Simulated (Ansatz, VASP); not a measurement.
## One calculation of FeO, two programs

The input INCAR:

```
ALGO = Normal ; EDIFF = 1E-7
EDIFFG = -0.02 ; ENCUT = 600
GGA = RE ; IBRION = 2
ISIF = 3 ; ISMEAR = -1
ISPIN = 2 ; LASPH = True
LCHARG = False ; LMAXMIX = 4
LORBIT = 11 ; LREAL = False
LWAVE = False ; MAGMOM = 3 0
NELM = 150 ; NSW = 80
PREC = Accurate ; SIGMA = 0.05
```

Contents of KPOINTS:

```
k-points
0
Gamma
  8 8 8
```

The input POSCAR:

```
FeO
1.0
    0.0000000000      2.1554000000      2.1554000000
    2.1554000000      0.0000000000      2.1554000000
    2.1554000000      2.1554000000      0.0000000000
Fe O
1 1
Direct
    0.0000000000      0.0000000000      0.0000000000
    0.5000000000      0.5000000000      0.5000000000
```

Contents of input.yaml:

```yaml
crystal:
  lattice:
    - [0.0, 2.1554, 2.1554]
    - [2.1554, 0.0, 2.1554]
    - [2.1554, 2.1554, 0.0]
  atoms:
    - { symbol: Fe, position: [0.0, 0.0, 0.0], spin: 3.0 }
    - { symbol: O, position: [0.5, 0.5, 0.5] }
kpoints:
  mp_grid: { grid: [8, 8, 8] }
scf:
  occupations: { method: fermi_dirac, width: 0.05 }
hamiltonian:
  xc: revpbe
  pseudopotentials: { kind: all_electron, lapw: { basis_error: 0.001 } }
magnetization:
  spin_polarized: true
output:
  forces: true
  stress: true
relax:
  f_tol: 0.02
  max_steps: 60
  cell: {}
```

Alike in both runs: task relaxation of cell and atoms; functional revPBE; k mesh 8 × 8 × 8; occupations fermi-dirac, width 0.05 eV; collinear spin.

```csv
,VASP,Ansatz
version,VASP 6.6.1,Ansatz 0.2.0
potentials or method,"VASP PAW PBE potentials, release 64 (Fe, O), cutoff 600 eV","all-electron LAPW, scalar-relativistic"
```

```csv
,VASP,Ansatz,Ansatz less VASP
net moment per atom (μB),2.00,2.00,+0.001
size of the moment on the site where the two differ most (μB),0.29,0.31,+0.015
relaxed volume (Å³/atom),10.22,10.23,+0.001
relaxed cell length with the largest relative difference (Å),3.070,3.070,+0.0001
```

VASP's potentials were made for PBE, not for revPBE. Site moments also hang on the region over which each program counts them. Ansatz ran all-electron here, and VASP with PAW potentials.

Noted on Ansatz's run: the k mesh is thin for a metal, which can move the energy by tens of meV per atom.
